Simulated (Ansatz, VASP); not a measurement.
## La in VASP and in Ansatz

```
La
1.0
     3.81375    0.00000    0.00000
    -1.90687    3.30280    0.00000
     0.00000    0.00000    6.02661
La
2
Direct
  0.33333 0.66667 0.75000
  0.66667 0.33333 0.25000
```

Alike in both runs: task single point; functional r2SCAN; k mesh 14 × 14 × 8; occupations gaussian, width 0.05 eV; no spin polarisation.

|  | VASP | Ansatz |
| --- | --- | --- |
| version | VASP 6.6.1 | Ansatz 0.2.0 |
| potentials or method | VASP PAW PBE potentials, release 64 (La), cutoff 520 eV | scalar-relativistic, plane waves, PAW |
| valence electrons in the cell | 22 | 22 |

|  | VASP | Ansatz | Ansatz less VASP |
| --- | --- | --- | --- |
| pressure (GPa) | 0.1 | 0.0 | -0.06 |

VASP's potentials were made for PBE, not for r2SCAN. With one functional, cell and mesh, what is left measures potentials, basis and numerics.

Spin-orbit coupling is off throughout.
